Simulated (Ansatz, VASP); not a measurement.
## One calculation of SiC, two programs

POSCAR

```
SiC
1.0
    0.1130100367      2.2319482243      2.2319482243
    2.2319482243      0.1130100367      2.2319482243
    2.2319482243      2.2319482243      0.1130100367
Si C
1 1
Direct
    0.0000000000      0.0000000000      0.0000000000
    0.7500000000      0.7500000000      0.7500000000
```

File INCAR.step1:

```
SYSTEM = SiC
  ALGO = Normal
  EDIFF = 1E-4
  ENCUT = 520
  GGA = PE
  ISMEAR = 0
  LASPH = .TRUE.
  LCHARG = .FALSE.
  LREAL = .FALSE.
  LWAVE = .TRUE.
  NBANDS = 11
  NELM = 60
  PREC = Accurate
  SIGMA = 0.05
```

INCAR.step2

```
SYSTEM = SiC
  ALGO = Normal
  EDIFF = 1E-6
  ENCUT = 520
  ISIF = 2
  ISMEAR = 0
  ISTART = 1
  LASPH = .TRUE.
  LCHARG = .FALSE.
  LMIXTAU = .TRUE.
  LREAL = .FALSE.
  LWAVE = .FALSE.
  METAGGA = R2SCAN
  NBANDS = 11
  NELM = 60
  PREC = Accurate
  SIGMA = 0.05
```

File KPOINTS:

```
k-points
0
G
  12 12 12
  0 0 0
```

Input for Ansatz:

```yaml
crystal:
  lattice:
    - [0.1130100367, 2.2319482243, 2.2319482243]
    - [2.2319482243, 0.1130100367, 2.2319482243]
    - [2.2319482243, 2.2319482243, 0.1130100367]
  atoms:
    - { symbol: Si, position: [0.0, 0.0, 0.0] }
    - { symbol: C, position: [0.75, 0.75, 0.75] }
basis:
  ecutwfc: 500
kpoints:
  mp_grid: { grid: [12, 12, 12] }
hamiltonian:
  xc: r2scan
scf:
  occupations: { method: gaussian, width: 0.05 }
output:
  forces: true
  stress: true
  eigenvalues: true
  write_density: true
  write_potential: true
  elf: true
  volumetric_format: npy
```

Alike in both runs: task single point; functional r2SCAN; k mesh 12 × 12 × 12; occupations gaussian, width 0.05 eV; no spin polarisation.

```csv
,VASP,Ansatz
version,VASP 6.6.1,Ansatz 0.2.0
potentials or method,"VASP PAW PBE potentials, release 64 (Si, C), cutoff 520 eV","scalar-relativistic, plane waves, PAW"
valence electrons in the cell,8,8
```

Ansatz gave:

```
gap on the k mesh at the Fermi level (eV)                     : 1.44
least direct gap on the mesh (eV)                             : 4.55
pressure (GPa)                                                : 3.1
traceless stress, the component that is largest in VASP (GPa) : -14.01
rms of the force components (eV/Å)                            : 0.247
```

**Question.** What did VASP give for the same quantities?

**Answer.** gap on the k mesh at the Fermi level (eV): 1.45; least direct gap on the mesh (eV): 4.56; pressure (GPa): 3.0; traceless stress, the component that is largest in VASP (GPa): -14.09; rms of the force components (eV/Å): 0.244.

VASP's potentials were made for PBE, not for r2SCAN. Atom by atom the forces differ by 0.003 eV/Å (rms over components). With one functional, cell and mesh, what is left measures potentials, basis and numerics.
